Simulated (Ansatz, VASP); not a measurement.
**NiO2 in VASP and in Ansatz**

INCAR

```
ALGO     = Normal         # electronic algorithm
EDIFF    = 1E-6           # SCF threshold, eV
ENCUT    = 520            # plane-wave cutoff, eV
ISIF     = 2              # what is computed and relaxed
ISMEAR   = 0              # smearing method
LASPH    = T              # aspherical terms in the spheres
LCHARG   = T              # write CHGCAR
LELF     = T              # ELF
LREAL    = F              # projectors in reciprocal space
LVHAR    = T            
LWAVE    = F              # write WAVECAR
NBANDS   = 18             # bands
NELM     = 60             # most SCF steps
PREC     = Accurate       # precision mode
SIGMA    = 0.05           # smearing width, eV
```

Contents of KPOINTS:

```
k-points
0
Gamma
  12 12 6
```

File POSCAR:

```
NiO2
1.0
    2.8940625823      0.0000000000      0.0000000000
   -1.4470312911      2.5063317164      0.0000000000
    0.0000000000      0.0000000000      3.8331858902
Ni O
1 2
Direct
    0.0000000000      0.0000000000      0.5000000000
    0.6666666667      0.3333333333      0.7305104846
    0.3333333333      0.6666666667      0.2694895154
```

Input for Ansatz:

```yaml
crystal:
  lattice:
    - [2.8940625823, 0.0, 0.0]
    - [-1.4470312911, 2.5063317164, 0.0]
    - [0.0, 0.0, 3.8331858902]
  atoms:
    - { symbol: Ni, position: [0.0, 0.0, 0.5] }
    - { symbol: O, position: [0.6666666667, 0.3333333333, 0.7305104846] }
    - { symbol: O, position: [0.3333333333, 0.6666666667, 0.2694895154] }
basis:
  ecutwfc: 520.0
kpoints:
  mp_grid: { grid: [12, 12, 6] }
hamiltonian:
  xc: lda
  pseudopotentials: { kind: paw }
scf:
  occupations: { method: gaussian, width: 0.05 }
output:
  forces: true
  stress: true
  eigenvalues: true
```

Alike in both runs: task single point; functional LDA; k mesh 12 × 12 × 6; occupations gaussian, width 0.05 eV; no spin polarisation.

|  | VASP | Ansatz |
| --- | --- | --- |
| version | VASP 6.6.1 | Ansatz 0.2.0 |
| potentials or method | VASP PAW LDA potentials, release 64 (Ni, O), cutoff 520 eV | scalar-relativistic, plane waves, PAW |
| valence electrons in the cell | 22 | 30 |

|  | VASP | Ansatz | Ansatz less VASP |
| --- | --- | --- | --- |
| gap on the k mesh at the Fermi level (eV) | 0.38 | 0.43 | +0.047 |
| least direct gap on the mesh (eV) | 0.72 | 0.77 | +0.053 |
| pressure (GPa) | -14.4 | -15.3 | -0.96 |
| traceless stress, the component that is largest in VASP (GPa) | 12.18 | 12.93 | +0.742 |
| rms of the force components (eV/Å) | 0.193 | 0.226 | +0.0330 |

LDA's correlation is that of Perdew and Zunger in VASP and of Perdew and Wang (1992) in Ansatz. Atom by atom the forces differ by 0.033 eV/Å (rms over components). VASP's potentials hold 22 valence electrons a cell and Ansatz's 30, so a difference there can come from the potentials and not from the codes.
